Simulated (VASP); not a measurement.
# RuCl2 (P-3m1) in VASP: further runs

The runs below take RuCl2 through single point, with r2SCAN.

Program: VASP 6.6.1. These are calculated values, not measurements. Logs are shortened: lines on timing, memory, paths and dates and some standing lists are left out, and cuts for length are marked.

### 1 The cell of the first run

It takes space group P-3m1 (No. 164, trigonal). Conventional cell: a = 3.630 Å, b = 3.630 Å, c = 5.807 Å, α = 90.00°, β = 90.00°, γ = 120.00°. Within 3.3 Å of Ru (site symmetry -3m) lie 6 Cl at 2.51 Å. Cl (site symmetry 3m) has 3 Ru at 2.51 Å within 3.3 Å.

### 2 Single point, r2SCAN

Contents of POSCAR:

```
RuCl2
1.0
    1.8150528700      3.1437623500      0.0000000000
   -1.8150528700      3.1437623500      0.0000000000
    0.0000000000      0.0000000000      5.8071553600
Ru Cl
1 2
Direct
    0.0000000000      0.0000000000      0.0000000000
    0.3333300000      0.3333400000      0.2390000000
    0.6666700000      0.6666600000      0.7610000000
```

Contents of INCAR.step1:

```
SYSTEM = RuCl2
ALGO = Normal ; EDIFF = 1E-4
ENCUT = 520 ; GGA = PE
ISMEAR = -1 ; LASPH = .TRUE.
LCHARG = .FALSE. ; LREAL = .FALSE.
LWAVE = .TRUE. ; NBANDS = 21
NELM = 100 ; PREC = Accurate
SIGMA = 0.1
```

Contents of INCAR.step2:

```
SYSTEM = RuCl2
ALGO = Normal ; EDIFF = 1E-6
ENCUT = 520 ; ISIF = 2
ISMEAR = -1 ; ISTART = 1
LASPH = .TRUE. ; LCHARG = .FALSE.
LMIXTAU = .TRUE. ; LREAL = .FALSE.
LWAVE = .FALSE. ; METAGGA = R2SCAN
NBANDS = 21 ; NELM = 100
PREC = Accurate ; SIGMA = 0.1
```

Contents of KPOINTS:

```
k-points
0
G
  6 6 3
  0 0 0
```

Potentials or basis: VASP PAW PBE potentials, release 64 (Ru_pv, Cl).

Run with:

```
$ cat potpaw_PBE.64/Ru_pv/POTCAR potpaw_PBE.64/Cl/POTCAR > POTCAR
$ cp INCAR.step1 INCAR
$ mpirun -np 1 vasp_std > vasp.out
$ cp INCAR.step2 INCAR
$ mpirun -np 1 vasp_std > vasp.out
```

OUTCAR:

```text
SYSTEM = RuCl2
   EDIFF = 1E-6
   ENCUT = 520
   ISIF = 2
   ISMEAR = -1
   ISTART = 1
   LASPH = .TRUE.
   LREAL = .FALSE.
   METAGGA = R2SCAN
   NELM = 100
   PREC = Accurate

 ion  position               nearest neighbor table
   1  0.000  0.000  0.000-   3 2.51   2 2.51   3 2.51   2 2.51   3 2.51   2 2.51
   2  0.333  0.333  0.239-   1 2.51   1 2.51   1 2.51
   3  0.667  0.667  0.761-   1 2.51   1 2.51   1 2.51

  LATTYP: Found a hexagonal cell.
 ALAT       =     3.6301044936
 C/A-ratio  =     1.5997212671

  Lattice vectors:

 A1 = (   1.8150528700,  -3.1437623500,   0.0000000000)
 A2 = (   1.8150528700,   3.1437623500,   0.0000000000)
 A3 = (   0.0000000000,   0.0000000000,   5.8071553600)

Analysis of symmetry for initial positions (statically):
=====================================================================
 Subroutine PRICEL returns:
 Original cell was already a primitive cell.

 Routine SETGRP: Setting up the symmetry group for a
 hexagonal supercell.

 Subroutine GETGRP returns: Found  4 space group operations
 (whereof  4 operations were pure point group operations)
 out of a pool of 24 trial point group operations.

The static configuration has the point symmetry C_2h.

Analysis of symmetry for dynamics (positions and initial velocities):
=====================================================================
 Subroutine PRICEL returns:
 Original cell was already a primitive cell.

 Routine SETGRP: Setting up the symmetry group for a
 hexagonal supercell.

 Subroutine GETGRP returns: Found  4 space group operations
 (whereof  4 operations were pure point group operations)
 out of a pool of 24 trial point group operations.

The dynamic configuration has the point symmetry C_2h.

 Subroutine INISYM returns: Found  4 space group operations
 (whereof  4 operations are pure point group operations),
 and found     1 'primitive' translations

----------------------------------------------------------------------------------------

                                     Primitive cell

  volume of cell :      66.2724

  direct lattice vectors                    reciprocal lattice vectors
     1.815052870  3.143762350  0.000000000     0.275474069  0.159045101  0.000000000
    -1.815052870  3.143762350  0.000000000    -0.275474069  0.159045101  0.000000000
     0.000000000  0.000000000  5.807155360     0.000000000  0.000000000  0.172201351

  length of vectors
     3.630104494  3.630104494  5.807155360     0.318090092  0.318090092  0.172201351

  position of ions in fractional coordinates (direct lattice)
     0.000000000  0.000000000  0.000000000
     0.333330000  0.333340000  0.239000000
     0.666670000  0.666660000  0.761000000

  ion indices of the primitive-cell ions
   primitive index   ion index
                 1           1
                 2           2
                 3           3

----------------------------------------------------------------------------------------

 KPOINTS: k-points

Automatic generation of k-mesh.
 Grid dimensions read from file:
 generate k-points for:    6    6    3

 Generating k-lattice:

  Cartesian coordinates                     Fractional coordinates (reciprocal lattice)
     0.045912345  0.026507517  0.000000000     0.166666667  0.000000000  0.000000000
    -0.045912345  0.026507517  0.000000000     0.000000000  0.166666667  0.000000000
     0.000000000  0.000000000  0.057400450     0.000000000  0.000000000  0.333333333

  Length of vectors
     0.053015015  0.053015015  0.057400450

  Shift w.r.t. Gamma in fractional coordinates (k-lattice)
     0.000000000  0.000000000  0.000000000

 Subroutine IBZKPT returns following result:
 ===========================================

 Found     34 irreducible k-points:

 Following reciprocal coordinates:
            Coordinates               Weight
  0.000000  0.000000  0.000000      1.000000
  0.166667  0.000000  0.000000      4.000000
  0.000000  0.166667  0.000000      2.000000
  0.333333  0.000000  0.000000      4.000000
  0.000000  0.333333  0.000000      2.000000
  0.500000  0.000000  0.000000      2.000000
[... 16 lines left out ...]
  0.500000  0.000000  0.333333      4.000000
  0.000000  0.500000  0.333333      2.000000
 [... further k-points ...]
   k-points           NKPTS =     34   k-points in BZ     NKDIM =     34   number of bands    NBANDS=     21
   number of dos      NEDOS =    301   number of ions     NIONS =      3
   total plane-waves  NPLWV =  37632
   dimension x,y,z NGX =    28 NGY =   28 NGZ =   48
   dimension x,y,z NGXF=    56 NGYF=   56 NGZF=   96
   ions per type =               1   2
   NGX,Y,Z   is equivalent  to a cutoff of  12.82, 12.82, 13.74 a.u.
   NGXF,Y,Z  is equivalent  to a cutoff of  25.65, 25.65, 27.48 a.u.
 SYSTEM =  RuCl2
   PREC   = accura    normal or accurate (medium, high low for compatibility)
   ISTART =      1    job   : 0-new  1-cont  2-samecut
   ICHARG =      0    charge: 1-file 2-atom 10-const
   ISPIN  =      1    spin polarized calculation?
   LNONCOLLINEAR =      F non collinear calculations
   LSORBIT =      F    spin-orbit coupling
   LASPH  =      T    aspherical Exc in radial PAW
   ENCUT  =  520.0 eV  38.22 Ry    6.18 a.u.   6.75  6.75 10.80*2*pi/ulx,y,z
   NELM   =    100;   NELMIN=  2; NELMDL=  0     # of ELM steps
   EDIFF  = 0.1E-05   stopping-criterion for ELM
   LREAL  =      F    real-space projection
   EDIFFG = 0.1E-04   stopping-criterion for IOM
   NSW    =      0    number of steps for IOM
   IBRION =     -1    ionic relax: 0-MD 1-quasi-New 2-CG
   NFREE  =      0    steps in history (QN), initial steepest desc. (CG)
   ISIF   =      2    stress and relaxation
   ISYM   =      2    0-nonsym 1-usesym 2-fastsym
   POTIM  = 0.5000    time-step for ionic-motion
   TEBEG  =    0.0;   TEEND  =   0.0 temperature during run
   PSTRESS=    0.0 pullay stress
   NELECT =      28.0000    total number of electrons
   NUPDOWN=      -1.0000    fix difference up-down
   EMIN   =  10.00;   EMAX   =-10.00  energy-range for DOS
   EFERMI =   0.00;   METHOD = LEGACY
   ISMEAR =    -1;   SIGMA  =   0.10  broadening in eV -4-tet -1-fermi 0-gaus
   EFERMI_NEDOS =   21; number of points for ismear=-14 and -15
   IALGO  =     38    algorithm
   IMIX   =      4    mixing-type and parameters
     AMIX     =   0.40;   BMIX     =  1.00
     AMIX_MAG =   1.60;   BMIX_MAG =  1.00
  volume/ion in A,a.u.               =      22.09       149.08
  Fermi-wavevector in a.u.,A,eV,Ry     =   1.228429  2.321394 20.531703  1.509038
  Thomas-Fermi vector in A             =   2.363355
   LORBIT       =      0    0 simple, 1 ext, 2 COOP (PROOUT), +10 PAW based schemes
   METAGGA = R2SCAN    functional components
   LHFCALC =     F    Hartree Fock is set to
   AEXX    =    0.0000 exact exchange contribution
   IVDW    =     0    specifies the selected vdW correction
   LEPSILON=     F    determine dielectric tensor
   LRPA    =     F    only Hartree local field effects (RPA)
 non-spin polarized calculation
  energy-cutoff  :      520.00
  volume of cell :       66.27
 maximum number of plane-waves:      1794
   NGX = 13   NGY = 13   NGZ = 21

 number of electron      27.9999997 magnetization

 Free energy of the ion-electron system (eV)
  ---------------------------------------------------
  ext. energy  EPLUGINS =         0.00000000
  ---------------------------------------------------
  free energy    TOTEN  =       -38.89420226 eV

  energy without entropy =      -38.89297993  energy(sigma->0) =      -38.89359110

 E-fermi :   4.6463     XC(G=0): -10.0642

 val. band max:        3.9223579574   @ k =   0.3333   0.3333   0.3333
 cond. band min:       5.3222324302   @ k =   0.1667   0.1667   0.3333
 fundamental gap:      1.3998744727
 Fermi energy:         4.6462914745

 k-point     1 :       0.0000    0.0000    0.0000
  band No.  band energies     occupation
      1     -39.2500      2.00000
      2     -39.2329      2.00000
      3     -39.2329      2.00000
      4     -13.4204      2.00000
      5     -12.5768      2.00000
      6      -2.4063      2.00000
[... 13 lines left out ...]
     20      13.6659      0.00000
     21      14.7792      0.00000

 k-point     2 :       0.1667    0.0000    0.0000
  band No.  band energies     occupation
      1     -39.2484      2.00000
      2     -39.2422      2.00000
      3     -39.2351      2.00000
      4     -13.2637      2.00000
      5     -12.5761      2.00000
      6      -2.1239      2.00000
[... 13 lines left out ...]
     20      13.8575      0.00000
     21      14.4164      0.00000

 k-point     3 :       0.0000    0.1667    0.0000
  band No.  band energies     occupation
      1     -39.2484      2.00000
      2     -39.2422      2.00000
      3     -39.2351      2.00000
      4     -13.2637      2.00000
      5     -12.5761      2.00000
      6      -2.1239      2.00000
[... 13 lines left out ...]
     20      13.8574      0.00000
     21      14.4164      0.00000

 k-point     4 :       0.3333    0.0000    0.0000
  band No.  band energies     occupation
      1     -39.2611      2.00000
      2     -39.2451      2.00000
      3     -39.2396      2.00000
      4     -12.9174      2.00000
      5     -12.5857      2.00000
      6      -1.8947      2.00000
[... 13 lines left out ...]
     20      13.5252      0.00000
     21      14.2113      0.00000

 k-point     5 :       0.0000    0.3333    0.0000
  band No.  band energies     occupation
      1     -39.2611      2.00000
      2     -39.2451      2.00000
      3     -39.2396      2.00000
      4     -12.9174      2.00000
      5     -12.5857      2.00000
      6      -1.8947      2.00000
[... 13 lines left out ...]
     20      13.5252      0.00000
     21      14.2113      0.00000

 k-point     6 :       0.5000    0.0000    0.0000
  band No.  band energies     occupation
      1     -39.2704      2.00000
      2     -39.2434      2.00000
      3     -39.2419      2.00000
      4     -12.6752      2.00000
      5     -12.6461      2.00000
      6      -2.4090      2.00000
[... 13 lines left out ...]
     20      13.6253      0.00000
     21      14.2978      0.00000

 k-point     7 :       0.0000    0.5000    0.0000
  band No.  band energies     occupation
      1     -39.2704      2.00000
      2     -39.2434      2.00000
      3     -39.2419      2.00000
      4     -12.6752      2.00000
      5     -12.6461      2.00000
      6      -2.4090      2.00000
[... 13 lines left out ...]
     20      13.6253      0.00000
     21      14.2980      0.00000
[... 291 lines left out ...]
      1     -39.2610      2.00000
      2     -39.2451      2.00000
      3     -39.2396      2.00000
      4     -12.8787      2.00000
      5     -12.6249      2.00000
      6      -2.1045      2.00000
[... 13 lines left out ...]
     20      13.6960      0.00000
     21      14.7790      0.00000

 k-point    21 :       0.0000    0.3333    0.3333
  band No.  band energies     occupation
      1     -39.2611      2.00000
      2     -39.2451      2.00000
      3     -39.2396      2.00000
      4     -12.8280      2.00000
      5     -12.6803      2.00000
      6      -1.9568      2.00000
[... 13 lines left out ...]
     20      13.7713      0.00000
     21      13.8187      0.00000

 k-point    22 :      -0.0000   -0.3333    0.3333
  band No.  band energies     occupation
      1     -39.2611      2.00000
      2     -39.2451      2.00000
      3     -39.2396      2.00000
      4     -12.8787      2.00000
      5     -12.6249      2.00000
      6      -2.1045      2.00000
[... 13 lines left out ...]
     20      13.6960      0.00000
     21      14.7816      0.00000

 k-point    23 :       0.5000    0.0000    0.3333
  band No.  band energies     occupation
      1     -39.2704      2.00000
      2     -39.2435      2.00000
      3     -39.2419      2.00000
      4     -12.7229      2.00000
      5     -12.5943      2.00000
      6      -2.4791      2.00000
[... 13 lines left out ...]
     20      13.9510      0.00000
     21      14.3961      0.00000

 k-point    24 :       0.0000    0.5000    0.3333
  band No.  band energies     occupation
      1     -39.2704      2.00000
      2     -39.2435      2.00000
      3     -39.2419      2.00000
      4     -12.7229      2.00000
      5     -12.5943      2.00000
      6      -2.4791      2.00000
[... 13 lines left out ...]
     20      13.9509      0.00000
     21      14.3961      0.00000

 [... further k-points ...]
[... 5 lines left out ...]
  --------------------------------------------------------------------------------------
  -------------------------------------------------------------------------------------
  Total       -3.0202461     -3.0203955     -3.4860500     -0.0001318     -0.0001236      0.0002140
  in kB      -73.0164113    -73.0200232    -84.2775238     -0.0031859     -0.0029880      0.0051743
  external PRESSURE =     -76.7713194 kB  Pullay stress =       0.0000000 kB

 VOLUME and BASIS-vectors are now :
 -----------------------------------------------------------------------------
  energy-cutoff  :      520.00
  volume of cell :       66.27
      direct lattice vectors                 reciprocal lattice vectors
     1.815052870  3.143762350  0.000000000     0.275474069  0.159045101  0.000000000
    -1.815052870  3.143762350  0.000000000    -0.275474069  0.159045101  0.000000000
     0.000000000  0.000000000  5.807155360     0.000000000  0.000000000  0.172201351

 POSITION                                       TOTAL-FORCE (eV/Angst)
 -----------------------------------------------------------------------------------
      0.00000      0.00000      0.00000         0.000000     -0.000000      0.000000
     -0.00002      2.09585      1.38791         0.000088     -0.000051     -1.298359
      0.00002      4.19167      4.41925        -0.000088      0.000051      1.298359
 -----------------------------------------------------------------------------------
    total drift:                               -0.000000      0.000000      0.000000

  FREE ENERGIE OF THE ION-ELECTRON SYSTEM (eV)
  ---------------------------------------------------
  free  energy   TOTEN  =       -38.8942022642 eV

  energy  without entropy=      -38.8929799272  energy(sigma->0) =      -38.89359110
```

Wall time 1.8 min (1 thread of Intel Xeon Platinum 8488C (Sapphire Rapids), shared host); peak memory 0.21 GiB.

What came out:

| Property | Result |
| --- | --- |
| Free energy | -38.8942 eV |
| Pressure | -7.7 GPa |
| Largest force | 1.298 eV/Å |
| Band gap on the k mesh | 1.40 eV, indirect (least direct gap 1.53 eV) |

Forces on the atoms (eV/Å):
```
Ru   0.000  0.000  0.000
Cl   0.000  0.000 -1.298
Cl   0.000  0.000  1.298
```

Levels at points of the mesh, in eV from the valence-band top:
```csv
k point,band 12,band 13,band 14,band 15,band 16,band 17
"(0.00, 0.00, 0.00)",-0.95,-0.95,-0.43,1.65,1.65,4.14
"(0.50, 0.00, 0.00)",-1.15,-0.20,-0.04,1.93,2.07,6.45
"(0.00, 0.50, 0.00)",-1.15,-0.20,-0.04,1.93,2.07,6.45
```

Caveat: the PAW data sets were made with another functional, which shifts forces and pressure a little. r2SCAN opens gaps a little over a GGA but as a rule still falls short of measured ones.

(Part 1 of 2 ends here.)
